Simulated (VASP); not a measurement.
# Cu5Ni (P-62m) in VASP: a series of runs

Runs on Cu5Ni. Level: PBE. Tasks: single point.

Program: VASP 6.6.1. These are calculated values, not measurements. Logs are shortened: lines on timing, memory, paths and dates and some standing lists are left out, and cuts for length are marked.

### Step 1. The cell of the first run

It takes space group P-62m (No. 189, hexagonal). The conventional cell has a = 4.409 Å, b = 4.409 Å, c = 4.187 Å, α = 90.00°, β = 90.00°, γ = 120.00°. Cu (site symmetry m2m) has 10 Cu at 2.52 to 2.56 Å and 2 Ni at 2.55 Å within 3.3 Å. Within 3.4 Å of Cu (site symmetry -6) lie 9 Cu at 2.55 to 2.56 Å and 3 Ni at 2.55 Å. Ni (site symmetry -62m) has 12 Cu at 2.55 Å within 3.4 Å.

### Step 2. Single point, PBE

Contents of INCAR:

```
SYSTEM = Cu5Ni
ALGO = Fast
EDIFF = 1E-7
ENCUT = 520
GGA = PE
ISIF = 2
ISMEAR = 0
LASPH = .TRUE.
LCHARG = .FALSE.
LREAL = .FALSE.
LWAVE = .FALSE.
NBANDS = 42
NELM = 80
PREC = Accurate
SIGMA = 0.1
```

Contents of KPOINTS:

```
k-points
0
G
  12 12 10
  0 0 0
```

Contents of POSCAR:

```
Cu5Ni
1.0
    4.4094511177     -0.0000000289      0.0000000000
   -2.2047255338      3.8186966991      0.0000000000
    0.0000000000      0.0000000000      4.1869738000
Cu Ni
5 1
Direct
    0.3295950000      0.3295950000      0.0000000000
    0.0000000000      0.6704050000      0.0000000000
    0.6704050000      0.0000000000      0.0000000000
    0.6666666667      0.3333333333      0.5000000000
    0.3333333333      0.6666666667      0.5000000000
    0.0000000000      0.0000000000      0.5000000000
```

Potentials or basis: VASP PAW PBE potentials, release 64 (Cu, Ni).

Command:

```bash
cat potpaw_PBE.64/Cu/POTCAR potpaw_PBE.64/Ni/POTCAR > POTCAR
mpirun -np 1 vasp_std > vasp.out
```

OUTCAR:

```text
SYSTEM = Cu5Ni
   EDIFF = 1E-7
   ENCUT = 520
   GGA = PE
   ISIF = 2
   ISMEAR = 0
   LASPH = .TRUE.
   LREAL = .FALSE.
   NELM = 80
   PREC = Accurate

 ion  position               nearest neighbor table
   1  0.330  0.330  0.000-   2 2.52   3 2.52   6 2.55   6 2.55   3 2.56   2 2.56   3 2.56   2 2.56
                             5 2.56   5 2.56   4 2.56   4 2.56
   2  0.000  0.670  0.000-   1 2.52   3 2.52   6 2.55   6 2.55   3 2.56   1 2.56   1 2.56   3 2.56
                             5 2.56   5 2.56   4 2.56   4 2.56
   3  0.670  0.000  0.000-   2 2.52   1 2.52   6 2.55   6 2.55   2 2.56   1 2.56   1 2.56   2 2.56
                             4 2.56   4 2.56   5 2.56   5 2.56
   4  0.667  0.333  0.500-   5 2.55   6 2.55   5 2.55   6 2.55   6 2.55   5 2.55   3 2.56   3 2.56
                             2 2.56   2 2.56   1 2.56   1 2.56
   5  0.333  0.667  0.500-   4 2.55   6 2.55   4 2.55   6 2.55   6 2.55   4 2.55   2 2.56   2 2.56
                             3 2.56   3 2.56   1 2.56   1 2.56
   6  0.000  0.000  0.500-   4 2.55   5 2.55   5 2.55   4 2.55   4 2.55   5 2.55   2 2.55   2 2.55
                             1 2.55   1 2.55   3 2.55   3 2.55

  LATTYP: Found a hexagonal cell.
 ALAT       =     4.4094511177
 C/A-ratio  =     0.9495453489

  Lattice vectors:

 A1 = (   4.4094511177,  -0.0000000289,   0.0000000000)
 A2 = (  -2.2047255338,   3.8186966991,   0.0000000000)
 A3 = (   0.0000000000,   0.0000000000,   4.1869738000)

Analysis of symmetry for initial positions (statically):
=====================================================================
 Subroutine PRICEL returns:
 Original cell was already a primitive cell.

 Routine SETGRP: Setting up the symmetry group for a
 hexagonal supercell.

 Subroutine GETGRP returns: Found 12 space group operations
 (whereof 12 operations were pure point group operations)
 out of a pool of 24 trial point group operations.

The static configuration has the point symmetry D_3h.

Analysis of symmetry for dynamics (positions and initial velocities):
=====================================================================
 Subroutine PRICEL returns:
 Original cell was already a primitive cell.

 Routine SETGRP: Setting up the symmetry group for a
 hexagonal supercell.

 Subroutine GETGRP returns: Found 12 space group operations
 (whereof 12 operations were pure point group operations)
 out of a pool of 24 trial point group operations.

The dynamic configuration has the point symmetry D_3h.

 Subroutine INISYM returns: Found 12 space group operations
 (whereof 12 operations are pure point group operations),
 and found     1 'primitive' translations

----------------------------------------------------------------------------------------

                                     Primitive cell

  volume of cell :      70.5018

  direct lattice vectors                    reciprocal lattice vectors
     4.409451118 -0.000000029  0.000000000     0.226785597  0.130934723  0.000000000
    -2.204725534  3.818696699  0.000000000     0.000000002  0.261869450  0.000000000
     0.000000000  0.000000000  4.186973800     0.000000000  0.000000000  0.238835982

  length of vectors
     4.409451118  4.409451118  4.186973800     0.261869450  0.261869450  0.238835982

  position of ions in fractional coordinates (direct lattice)
     0.329595000  0.329595000  0.000000000
     0.000000000  0.670405000  0.000000000
     0.670405000  0.000000000  0.000000000
     0.666666667  0.333333333  0.500000000
     0.333333333  0.666666667  0.500000000
     0.000000000  0.000000000  0.500000000

  ion indices of the primitive-cell ions
   primitive index   ion index
                 1           1
                 2           2
                 3           3
                 4           4
                 5           5
                 6           6

----------------------------------------------------------------------------------------

 KPOINTS: k-points

Automatic generation of k-mesh.
 Grid dimensions read from file:
 generate k-points for:   12   12   10

 Generating k-lattice:

  Cartesian coordinates                     Fractional coordinates (reciprocal lattice)
     0.018898800  0.010911227  0.000000000     0.083333333  0.000000000  0.000000000
     0.000000000  0.021822454  0.000000000     0.000000000  0.083333333  0.000000000
     0.000000000  0.000000000  0.023883598     0.000000000  0.000000000  0.100000000

  Length of vectors
     0.021822454  0.021822454  0.023883598

  Shift w.r.t. Gamma in fractional coordinates (k-lattice)
     0.000000000  0.000000000  0.000000000

 Subroutine IBZKPT returns following result:
 ===========================================

 Found    114 irreducible k-points:

 Following reciprocal coordinates:
            Coordinates               Weight
  0.000000  0.000000  0.000000      1.000000
  0.083333 -0.000000  0.000000      6.000000
  0.166667 -0.000000  0.000000      6.000000
  0.250000  0.000000  0.000000      6.000000
  0.333333 -0.000000  0.000000      6.000000
  0.416667  0.000000  0.000000      6.000000
[... 16 lines left out ...]
  0.250000  0.000000  0.100000     12.000000
  0.333333 -0.000000  0.100000     12.000000
 [... further k-points ...]
   k-points           NKPTS =    114   k-points in BZ     NKDIM =    114   number of bands    NBANDS=     42
   number of dos      NEDOS =    301   number of ions     NIONS =      6
   total plane-waves  NPLWV =  41472
   dimension x,y,z NGX =    36 NGY =   36 NGZ =   32
   dimension x,y,z NGXF=    72 NGYF=   72 NGZF=   64
   ions per type =               5   1
   NGX,Y,Z   is equivalent  to a cutoff of  13.57, 13.57, 12.71 a.u.
   NGXF,Y,Z  is equivalent  to a cutoff of  27.15, 27.15, 25.41 a.u.
 SYSTEM =  Cu5Ni
   PREC   = accura    normal or accurate (medium, high low for compatibility)
   ISTART =      0    job   : 0-new  1-cont  2-samecut
   ICHARG =      2    charge: 1-file 2-atom 10-const
   ISPIN  =      1    spin polarized calculation?
   LNONCOLLINEAR =      F non collinear calculations
   LSORBIT =      F    spin-orbit coupling
   LASPH  =      T    aspherical Exc in radial PAW
   ENCUT  =  520.0 eV  38.22 Ry    6.18 a.u.   8.20  8.20  7.78*2*pi/ulx,y,z
   NELM   =     80;   NELMIN=  2; NELMDL= -5     # of ELM steps
   EDIFF  = 0.1E-06   stopping-criterion for ELM
   LREAL  =      F    real-space projection
   EDIFFG = 0.1E-05   stopping-criterion for IOM
   NSW    =      0    number of steps for IOM
   IBRION =     -1    ionic relax: 0-MD 1-quasi-New 2-CG
   NFREE  =      0    steps in history (QN), initial steepest desc. (CG)
   ISIF   =      2    stress and relaxation
   ISYM   =      2    0-nonsym 1-usesym 2-fastsym
   POTIM  = 0.5000    time-step for ionic-motion
   TEBEG  =    0.0;   TEEND  =   0.0 temperature during run
   PSTRESS=    0.0 pullay stress
   NELECT =      65.0000    total number of electrons
   NUPDOWN=      -1.0000    fix difference up-down
   EMIN   =  10.00;   EMAX   =-10.00  energy-range for DOS
   EFERMI =   0.00;   METHOD = LEGACY
   ISMEAR =     0;   SIGMA  =   0.10  broadening in eV -4-tet -1-fermi 0-gaus
   EFERMI_NEDOS =   21; number of points for ismear=-14 and -15
   IALGO  =     68    algorithm
   IMIX   =      4    mixing-type and parameters
     AMIX     =   0.40;   BMIX     =  1.00
     AMIX_MAG =   1.60;   BMIX_MAG =  1.00
  volume/ion in A,a.u.               =      11.75        79.29
  Fermi-wavevector in a.u.,A,eV,Ry     =   1.593355  3.011005 34.542215  2.538781
  Thomas-Fermi vector in A             =   2.691598
   LORBIT       =      0    0 simple, 1 ext, 2 COOP (PROOUT), +10 PAW based schemes
   GGA     = PE    functional components
   LHFCALC =     F    Hartree Fock is set to
   AEXX    =    0.0000 exact exchange contribution
   IVDW    =     0    specifies the selected vdW correction
   LEPSILON=     F    determine dielectric tensor
   LRPA    =     F    only Hartree local field effects (RPA)
 non-spin polarized calculation
 RMM-DIIS sequential band-by-band and
 Gauss-broadening in eV      SIGMA  =   0.10
  energy-cutoff  :      520.00
  volume of cell :       70.50
 maximum number of plane-waves:      1924
 NGX is ok and might be reduce to    36
   NGX = 17   NGY = 17   NGZ = 15

 number of electron      64.9999985 magnetization

 Free energy of the ion-electron system (eV)
  ---------------------------------------------------
  ext. energy  EPLUGINS =         0.00000000
  ---------------------------------------------------
  free energy    TOTEN  =       -24.03458090 eV

  energy without entropy =      -24.02119040  energy(sigma->0) =      -24.02788565

 E-fermi :   7.6758     XC(G=0): -12.7575

 val. band max:        7.6713430618   @ k =   0.2500   0.1667   0.3000
 cond. band min:       7.6762506662   @ k =   0.4167   0.0833   0.1000
 fundamental gap:      0.0049076044
 Fermi energy:         7.6758481738

 k-point     1 :       0.0000    0.0000    0.0000
  band No.  band energies     occupation
      1      -1.4867      2.00000
      2       2.7724      2.00000
      3       3.6956      2.00000
      4       3.6956      2.00000
      5       3.7054      2.00000
      6       3.8575      2.00000
[... 34 lines left out ...]
     41      18.2245      0.00000
     42      18.9020      0.00000

 k-point     2 :       0.0833   -0.0000    0.0000
  band No.  band energies     occupation
      1      -1.4109      2.00000
      2       2.8167      2.00000
      3       3.6463      2.00000
      4       3.6846      2.00000
      5       3.6917      2.00000
      6       3.7754      2.00000
[... 34 lines left out ...]
     41      17.7002      0.00000
     42      17.9856      0.00000

 k-point     3 :       0.1667   -0.0000    0.0000
  band No.  band energies     occupation
      1      -1.1850      2.00000
      2       2.9433      2.00000
      3       3.4977      2.00000
      4       3.5963      2.00000
      5       3.6528      2.00000
      6       3.6902      2.00000
[... 897 lines left out ...]
      4       3.3100      2.00000
      5       3.5934      2.00000
      6       3.6810      2.00000
[... 34 lines left out ...]
     41      16.1135      0.00000
     42      16.8458      0.00000

 k-point    24 :       0.3333   -0.0000    0.1000
  band No.  band energies     occupation
      1      -0.2232      2.00000
      2       2.5945      2.00000
      3       3.1336      2.00000
      4       3.3424      2.00000
      5       3.4517      2.00000
      6       3.6960      2.00000
[... 34 lines left out ...]
     41      15.9432      0.00000
     42      16.4217      0.00000

 [... further k-points ...]

------------------------ aborting loop because EDIFF is reached ----------------------------------------

  FORCE on cell =-STRESS in cart. coord.  units (eV):
  Direction    XX          YY          ZZ          XY          YZ          ZX
  --------------------------------------------------------------------------------------
  -------------------------------------------------------------------------------------
  Total        0.2259475      0.2259475      0.2095350      0.0000000     -0.0000000      0.0000000
  in kB        5.1347364      5.1347364      4.7617568      0.0000000     -0.0000000      0.0000000
  external PRESSURE =       5.0104099 kB  Pullay stress =       0.0000000 kB

 VOLUME and BASIS-vectors are now :
 -----------------------------------------------------------------------------
  energy-cutoff  :      520.00
  volume of cell :       70.50
      direct lattice vectors                 reciprocal lattice vectors
     4.409451118 -0.000000029  0.000000000     0.226785597  0.130934723  0.000000000
    -2.204725534  3.818696699  0.000000000     0.000000002  0.261869450  0.000000000
     0.000000000  0.000000000  4.186973800     0.000000000  0.000000000  0.238835982

 POSITION                                       TOTAL-FORCE (eV/Angst)
 -----------------------------------------------------------------------------------
      0.72667      1.25862      0.00000        -0.000941     -0.001630      0.000000
     -1.47806      2.56007      0.00000        -0.000941      0.001630      0.000000
      2.95612     -0.00000      0.00000         0.001882     -0.000000      0.000000
      2.20473      1.27290      2.09349         0.000000     -0.000000      0.000000
      0.00000      2.54580      2.09349         0.000000     -0.000000      0.000000
      0.00000      0.00000      2.09349         0.000000     -0.000000      0.000000
 -----------------------------------------------------------------------------------
    total drift:                               -0.000001     -0.000002     -0.000001

  FREE ENERGIE OF THE ION-ELECTRON SYSTEM (eV)
  ---------------------------------------------------
  free  energy   TOTEN  =       -24.0345808951 eV

  energy  without entropy=      -24.0211903951  energy(sigma->0) =      -24.02788565
```

Run time: 12 min. Hardware: 1 thread of AMD EPYC 7R13, shared host; peak memory 0.36 GiB.

Results:

```yaml
Free_energy: -24.0346 eV
Pressure: 0.5 GPa
```

### Step 3. Single point, PBE, collinear spin, ferromagnetic start

Contents of INCAR:

```
PREC = Accurate
ENCUT = 520
EDIFF = 1E-6
ISMEAR = 0
SIGMA = 0.1
LREAL = False
LASPH = True
NELM = 150
ALGO = Fast
ISIF = 2
LWAVE = False
LCHARG = False
ISPIN = 2
MAGMOM = 0 0 0 0 0 2
LORBIT = 11
LMAXMIX = 4
GGA = PE
NBANDS = 46
```

Contents of KPOINTS:

```
Automatic mesh
0
Gamma
  6 6 4
```

Contents of POSCAR:

```
Cu5Ni
1.0
    4.4094511000      0.0000000000      0.0000000000
   -2.2047255000      3.8186967000      0.0000000000
    0.0000000000      0.0000000000      4.1869738000
Cu Ni
5 1
Direct
    0.3295950000      0.3295950000      0.0000000000
    0.0000000000      0.6704050000      0.0000000000
    0.6704050000      0.0000000000      0.0000000000
    0.6666667000      0.3333333000      0.5000000000
    0.3333333000      0.6666667000      0.5000000000
    0.0000000000      0.0000000000      0.5000000000
```

Potentials or basis: VASP PAW PBE potentials, release 64 (Cu, Ni).

Command:

```bash
cat potpaw_PBE.64/Cu/POTCAR potpaw_PBE.64/Ni/POTCAR > POTCAR
mpirun -np 1 vasp_std > vasp.out
```

It took 4.5 min on 1 thread of AMD EPYC 7R13, shared host; peak memory 0.25 GiB.

Results (log left out):

| Quantity | Value |
| --- | --- |
| Free energy | -24.0599 eV |
| Pressure | 0.5 GPa |
| Largest force | 0.010 eV/Å |
| Net moment | 0.00 μB per cell |
| Valence electrons inside the program's atomic spheres | Cu 10.00; Ni 9.25 |

Forces in eV/Å, atoms in the order of the input:
```
Cu   0.005  0.009  0.000
Cu   0.005 -0.009  0.000
Cu  -0.010  0.000  0.000
Cu   0.000  0.000  0.000
Cu   0.000  0.000  0.000
Ni   0.000  0.000  0.000
```

Stress tensor (GPa, compression positive):
```
0.32 0.00 0.00
0.00 0.32 0.00
0.00 0.00 0.72
```

Levels at points of the mesh, in eV from the Fermi level:
Spin up:
```
           k point  band 30  band 31  band 32  band 33  band 34  band 35
(0.00, 0.00, 0.00)    -0.91    -0.78    -0.78     3.32     3.32     3.55
(0.50, 0.00, 0.00)    -0.78    -0.70    -0.65     0.33     1.94     3.77
(0.00, 0.00, 0.50)    -0.87    -0.87    -0.62     4.18     4.19     4.52
(0.50, 0.00, 0.50)    -0.96    -0.68    -0.61    -0.54    -0.26     0.64
```
Spin down:
| k point | band 29 | band 30 | band 31 | band 32 | band 33 | band 34 | band 35 | band 36 |
| --- | --- | --- | --- | --- | --- | --- | --- | --- |
| (0.00, 0.00, 0.00) | -0.98 | -0.91 | -0.78 | -0.78 | 3.32 | 3.32 | 3.55 | 3.76 |
| (0.50, 0.00, 0.00) | -0.94 | -0.78 | -0.70 | -0.65 | 0.33 | 1.94 | 3.77 | 3.91 |
| (0.00, 0.00, 0.50) | -1.48 | -0.87 | -0.87 | -0.62 | 4.18 | 4.19 | 4.52 | 4.52 |
| (0.50, 0.00, 0.50) | -1.23 | -0.96 | -0.68 | -0.61 | -0.54 | -0.26 | 0.64 | 0.82 |

Caveat: the k points lie up to 0.38 Å⁻¹ apart; the starting moments collapsed, and a magnetic state may lie lower.
